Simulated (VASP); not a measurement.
# Li (P6_3/mmc) in VASP: notebook, part 2 of 2

VASP 6.6.1. Earlier steps stand in the parts before.

### 5 Single point, PBE

This run uses another cell than the first one, of 17.82 Å³/atom, 1.294 times its volume.

Input file INCAR:

```
SYSTEM = Li
PREC = Accurate
ENCUT = 520
EDIFF = 1E-6
ISMEAR = -1
SIGMA = 0.1
LREAL = .False.
LASPH = .True.
NELM = 100
ALGO = Normal
ISIF = 2
LWAVE = .False.
LCHARG = .True.
GGA = PE
LELF = .True.
LVHAR = .True.
NBANDS = 10
```

Input file KPOINTS:

```
Automatic mesh
0
Gamma
  14 14 8
  0 0 0
```

Input file POSCAR:

```
Li
1.0
    2.9309121497      0.0000000000      0.0000000000
   -1.4654560748      2.5382443779      0.0000000000
    0.0000000000      0.0000000000      4.7911675366
Li
2
Direct
    0.3333333333      0.6666666667      0.2500000000
    0.6666666667      0.3333333333      0.7500000000
```

Potentials or basis: VASP PAW PBE potentials, release 64 (Li_sv).

Launch:

```sh
$ cat potpaw_PBE.64/Li_sv/POTCAR > POTCAR
$ mpirun -np 1 vasp_std > vasp.out
```

OUTCAR:

```text
SYSTEM = Li
   PREC = Accurate
   ENCUT = 520
   EDIFF = 1E-6
   ISMEAR = -1
   LREAL = .False.
   LASPH = .True.
   NELM = 100
   ISIF = 2
   GGA = PE

 ion  position               nearest neighbor table
   1  0.333  0.667  0.250-
   2  0.667  0.333  0.750-

  LATTYP: Found a hexagonal cell.
 ALAT       =     2.9309121497
 C/A-ratio  =     1.6347018579

  Lattice vectors:

 A1 = (   2.9309121497,   0.0000000000,   0.0000000000)
 A2 = (  -1.4654560748,   2.5382443779,   0.0000000000)
 A3 = (   0.0000000000,   0.0000000000,   4.7911675366)

Analysis of symmetry for initial positions (statically):
=====================================================================
 Subroutine PRICEL returns:
 Original cell was already a primitive cell.

 Routine SETGRP: Setting up the symmetry group for a
 hexagonal supercell.

 Subroutine GETGRP returns: Found 24 space group operations
 (whereof 12 operations were pure point group operations)
 out of a pool of 24 trial point group operations.

The static configuration has the point symmetry D_3d.
 The point group associated with its full space group is D_6h.

Analysis of symmetry for dynamics (positions and initial velocities):
=====================================================================
 Subroutine PRICEL returns:
 Original cell was already a primitive cell.

 Routine SETGRP: Setting up the symmetry group for a
 hexagonal supercell.

 Subroutine GETGRP returns: Found 24 space group operations
 (whereof 12 operations were pure point group operations)
 out of a pool of 24 trial point group operations.

The dynamic configuration has the point symmetry D_3d.
 The point group associated with its full space group is D_6h.

 Subroutine INISYM returns: Found 24 space group operations
 (whereof 12 operations are pure point group operations),
 and found     1 'primitive' translations

----------------------------------------------------------------------------------------

                                     Primitive cell

  volume of cell :      35.6433

  direct lattice vectors                    reciprocal lattice vectors
     2.930912150  0.000000000  0.000000000     0.341190711  0.196986549  0.000000000
    -1.465456075  2.538244378  0.000000000     0.000000000  0.393973098  0.000000000
     0.000000000  0.000000000  4.791167537     0.000000000  0.000000000  0.208717393

  length of vectors
     2.930912150  2.930912150  4.791167537     0.393973098  0.393973098  0.208717393

  position of ions in fractional coordinates (direct lattice)
     0.333333333  0.666666667  0.250000000
     0.666666667  0.333333333  0.750000000

  ion indices of the primitive-cell ions
   primitive index   ion index
                 1           1
                 2           2

----------------------------------------------------------------------------------------

 KPOINTS: Automatic mesh

Automatic generation of k-mesh.
 Grid dimensions read from file:
 generate k-points for:   14   14    8

 Generating k-lattice:

  Cartesian coordinates                     Fractional coordinates (reciprocal lattice)
     0.024370765  0.014070468  0.000000000     0.071428571  0.000000000  0.000000000
     0.000000000  0.028140936  0.000000000     0.000000000  0.071428571  0.000000000
     0.000000000  0.000000000  0.026089674     0.000000000  0.000000000  0.125000000

  Length of vectors
     0.028140936  0.028140936  0.026089674

  Shift w.r.t. Gamma in fractional coordinates (k-lattice)
     0.000000000  0.000000000  0.000000000

 Subroutine IBZKPT returns following result:
 ===========================================

 Found    120 irreducible k-points:

 Following reciprocal coordinates:
            Coordinates               Weight
  0.000000  0.000000  0.000000      1.000000
  0.071429 -0.000000  0.000000      6.000000
  0.142857  0.000000  0.000000      6.000000
  0.214286  0.000000  0.000000      6.000000
  0.285714 -0.000000  0.000000      6.000000
  0.357143 -0.000000  0.000000      6.000000
[... 16 lines left out ...]
  0.285714  0.285714  0.000000      6.000000
  0.357143  0.285714  0.000000      6.000000
 [... further k-points ...]
   k-points           NKPTS =    120   k-points in BZ     NKDIM =    120   number of bands    NBANDS=     10
   number of dos      NEDOS =    301   number of ions     NIONS =      2
   total plane-waves  NPLWV =  20736
   dimension x,y,z NGX =    24 NGY =   24 NGZ =   36
   dimension x,y,z NGXF=    48 NGYF=   48 NGZF=   72
   ions per type =               2
   NGX,Y,Z   is equivalent  to a cutoff of  13.61, 13.61, 12.49 a.u.
   NGXF,Y,Z  is equivalent  to a cutoff of  27.23, 27.23, 24.98 a.u.
 SYSTEM =  Li
   PREC   = accura    normal or accurate (medium, high low for compatibility)
   ISTART =      0    job   : 0-new  1-cont  2-samecut
   ICHARG =      2    charge: 1-file 2-atom 10-const
   ISPIN  =      1    spin polarized calculation?
   LNONCOLLINEAR =      F non collinear calculations
   LSORBIT =      F    spin-orbit coupling
   LASPH  =      T    aspherical Exc in radial PAW
   ENCUT  =  520.0 eV  38.22 Ry    6.18 a.u.   5.45  5.45  8.91*2*pi/ulx,y,z
   NELM   =    100;   NELMIN=  2; NELMDL= -5     # of ELM steps
   EDIFF  = 0.1E-05   stopping-criterion for ELM
   LREAL  =      F    real-space projection
   EDIFFG = 0.1E-04   stopping-criterion for IOM
   NSW    =      0    number of steps for IOM
   IBRION =     -1    ionic relax: 0-MD 1-quasi-New 2-CG
   NFREE  =      0    steps in history (QN), initial steepest desc. (CG)
   ISIF   =      2    stress and relaxation
   ISYM   =      2    0-nonsym 1-usesym 2-fastsym
   POTIM  = 0.5000    time-step for ionic-motion
   TEBEG  =    0.0;   TEEND  =   0.0 temperature during run
   PSTRESS=    0.0 pullay stress
   NELECT =       6.0000    total number of electrons
   NUPDOWN=      -1.0000    fix difference up-down
   EMIN   =  10.00;   EMAX   =-10.00  energy-range for DOS
   EFERMI =   0.00;   METHOD = LEGACY
   ISMEAR =    -1;   SIGMA  =   0.10  broadening in eV -4-tet -1-fermi 0-gaus
   EFERMI_NEDOS =   21; number of points for ismear=-14 and -15
   IALGO  =     38    algorithm
   IMIX   =      4    mixing-type and parameters
     AMIX     =   0.40;   BMIX     =  1.00
     AMIX_MAG =   1.60;   BMIX_MAG =  1.00
  volume/ion in A,a.u.               =      17.82       120.27
  Fermi-wavevector in a.u.,A,eV,Ry     =   0.903926  1.708172 11.117070  0.817082
  Thomas-Fermi vector in A             =   2.027310
   LORBIT       =      0    0 simple, 1 ext, 2 COOP (PROOUT), +10 PAW based schemes
   GGA     = PE    functional components
   LHFCALC =     F    Hartree Fock is set to
   AEXX    =    0.0000 exact exchange contribution
   IVDW    =     0    specifies the selected vdW correction
   LEPSILON=     F    determine dielectric tensor
   LRPA    =     F    only Hartree local field effects (RPA)
 non-spin polarized calculation
  energy-cutoff  :      520.00
  volume of cell :       35.64
 maximum number of plane-waves:       990
 NGX is ok and might be reduce to    24

 number of electron       6.0000003 magnetization

 Free energy of the ion-electron system (eV)
  ---------------------------------------------------
  ext. energy  EPLUGINS =         0.00000000
  ---------------------------------------------------
  free energy    TOTEN  =        -3.79761494 eV

  energy without entropy =       -3.76804948  energy(sigma->0) =       -3.78283221

 E-fermi :   0.9870     XC(G=0):  -7.3652

 val. band max:        0.9838018828   @ k =   0.1429   0.0000   0.1250
 cond. band min:       1.0092126539   @ k =   0.4286   0.0714   0.2500
 fundamental gap:      0.0254107711
 Fermi energy:         0.9870425729

 k-point     1 :       0.0000    0.0000    0.0000
  band No.  band energies     occupation
      1     -45.3128      2.00000
      2     -45.2826      2.00000
      3      -2.7158      2.00000
      4       0.9244      1.30323
      5       4.3683      0.00000
      6      14.6413      0.00000
      7      14.6413      0.00000
      8      16.1517      0.00000
      9      16.1517      0.00000
     10      16.8386      0.00000
[... 287 lines left out ...]
 k-point    24 :       0.3571    0.2857    0.0000
  band No.  band energies     occupation
      1     -45.2767      2.00000
      2     -45.2743      2.00000
      3       2.1255      0.00002
      4       3.1613      0.00000
      5       4.0584      0.00000
      6       7.4607      0.00000
      7       7.8093      0.00000
      8       8.2152      0.00000
      9      10.4490      0.00000
     10      12.7075      0.00000

 [... further k-points ...]
[... 5 lines left out ...]
  --------------------------------------------------------------------------------------
  -------------------------------------------------------------------------------------
  Total        0.4641208      0.4641208      0.4672966      0.0000000      0.0000000      0.0000000
  in kB       20.8623865     20.8623865     21.0051421      0.0000000      0.0000000      0.0000000
  external PRESSURE =      20.9099717 kB  Pullay stress =       0.0000000 kB

 VOLUME and BASIS-vectors are now :
 -----------------------------------------------------------------------------
  energy-cutoff  :      520.00
  volume of cell :       35.64
      direct lattice vectors                 reciprocal lattice vectors
     2.930912150  0.000000000  0.000000000     0.341190711  0.196986549  0.000000000
    -1.465456075  2.538244378  0.000000000     0.000000000  0.393973098  0.000000000
     0.000000000  0.000000000  4.791167537     0.000000000  0.000000000  0.208717393

 POSITION                                       TOTAL-FORCE (eV/Angst)
 -----------------------------------------------------------------------------------
     -0.00000      1.69216      1.19779         0.000000     -0.000000      0.000000
      1.46546      0.84608      3.59338        -0.000000      0.000000      0.000000
 -----------------------------------------------------------------------------------
    total drift:                               -0.000000      0.000000     -0.000000

  FREE ENERGIE OF THE ION-ELECTRON SYSTEM (eV)
  ---------------------------------------------------
  free  energy   TOTEN  =        -3.7976149436 eV

  energy  without entropy=       -3.7680494815  energy(sigma->0) =       -3.78283221
```

OSZICAR:

```text
N       E                     dE             d eps       ncg     rms          rms(c)
DAV:   1     0.177683218623E+02    0.17768E+02   -0.32564E+03  2400   0.584E+02
DAV:   2    -0.127360071453E+01   -0.19042E+02   -0.18335E+02  3106   0.109E+02
DAV:   3    -0.375476038843E+01   -0.24812E+01   -0.24634E+01  3868   0.322E+01
DAV:   4    -0.379917047998E+01   -0.44410E-01   -0.44329E-01  3168   0.437E+00
DAV:   5    -0.379984229422E+01   -0.67181E-03   -0.67179E-03  3206   0.440E-01    0.269E-01
DAV:   6    -0.379808218408E+01    0.17601E-02   -0.10112E-03  4010   0.128E-01    0.167E-01
DAV:   7    -0.379763865731E+01    0.44353E-03   -0.18211E-03  3760   0.186E-01    0.445E-02
DAV:   8    -0.379762666995E+01    0.11987E-04   -0.30496E-05  2766   0.494E-02    0.615E-03
DAV:   9    -0.379761809827E+01    0.85717E-05   -0.17822E-06  2986   0.106E-02    0.771E-04
DAV:  10    -0.379761507064E+01    0.30276E-05   -0.20982E-07  1540   0.421E-03    0.144E-04
DAV:  11    -0.379761494359E+01    0.12704E-06   -0.35829E-08  1376   0.184E-03
   1 F= -.37976149E+01 E0= -.37828322E+01  d E =-.295655E-01
```

Wall time 20 s (1 thread of AMD EPYC 9R45 (Zen 5), shared host); peak memory 0.13 GiB.

What came out:

* Free energy: -3.7976 eV
* Band gap on the k mesh: zero (band 3 reaches 3.04 eV, above the bottom of band 4 at -1.56 eV)

Levels at points of the mesh, in eV from the Fermi level:
```
           k point  band 1  band 2  band 3  band 4  band 5  band 6
(0.00, 0.00, 0.00)  -46.30  -46.27   -3.70   -0.06    3.38   13.65
(0.50, 0.00, 0.00)  -46.27  -46.26   -0.11    1.21    5.09    6.30
(0.00, 0.00, 0.50)  -46.28  -46.28   -2.54   -2.54    8.73    8.73
(0.50, 0.00, 0.50)  -46.26  -46.26    0.71    0.71    3.96    3.96
```

Caveat: the cutoff is under 1.25 times the usual one of these potentials, so pressure, stress and relaxed cells hold a basis-set (Pulay) error.

### 6 Single point, PBE

Input file INCAR:

```
PREC = Accurate
ENCUT = 520
EDIFF = 1E-6
ISMEAR = -1
SIGMA = 0.1
LREAL = F
LASPH = T
NELM = 60
ALGO = Normal
ISIF = 2
LWAVE = F
LCHARG = T
GGA = PE
LELF = T
LVHAR = T
NBANDS = 10
```

Input file KPOINTS:

```
regular mesh
0
Gamma
  14 14 8
```

POSCAR is that of step 5.

Potentials or basis: VASP PAW PBE potentials, release 64 (Li_sv).

Launch:

```sh
$ cat potpaw_PBE.64/Li_sv/POTCAR > POTCAR
$ mpirun -np 1 vasp_std > vasp.out
```

It took 22 s on 1 thread of AMD EPYC 9R45 (Zen 5), shared host; peak memory 0.13 GiB.

It converged, with:

| Item | Value |
| --- | --- |
| Free energy | -3.7976 eV |
| Band gap on the k mesh | zero (band 3 reaches 3.04 eV, above the bottom of band 4 at -1.56 eV) |

Levels at points of the mesh, in eV from the Fermi level:
```csv
k point,band 1,band 2,band 3,band 4,band 5,band 6,band 7
"(0.00, 0.00, 0.00)",-46.30,-46.27,-3.70,-0.06,3.38,13.65,13.65
"(0.50, 0.00, 0.00)",-46.27,-46.26,-0.11,1.21,5.09,6.30,6.94
"(0.00, 0.00, 0.50)",-46.28,-46.28,-2.54,-2.54,8.73,8.73,14.66
"(0.50, 0.00, 0.50)",-46.26,-46.26,0.71,0.71,3.96,3.96,10.73
```

Caveat: the cutoff is under 1.25 times the usual one of these potentials, so pressure, stress and relaxed cells hold a basis-set (Pulay) error.

### 7 Overview

```csv
cell,gap on the mesh (eV)
"a = 2.690, b = 2.690, c = 4.397 Å, angles 90.0, 90.0, 120.0°, 2 atoms",none
"a = 2.815, b = 2.815, c = 4.602 Å, angles 90.0, 90.0, 120.0°, 2 atoms",none
"a = 2.931, b = 2.931, c = 4.791 Å, angles 90.0, 90.0, 120.0°, 2 atoms",none
```

Alike in all rows: task single point; level PBE; potentials or basis VASP PAW PBE potentials, release 64 (Li_sv); no spin polarisation; k mesh 14 × 14 × 8; cutoff (eV) 520; smearing fermi-dirac 0.1 eV.

Caveats: the cutoff is under 1.25 times the usual one of these potentials, so pressure, stress and relaxed cells hold a basis-set (Pulay) error.

Absolute energies hang on the potentials; compare differences alone.
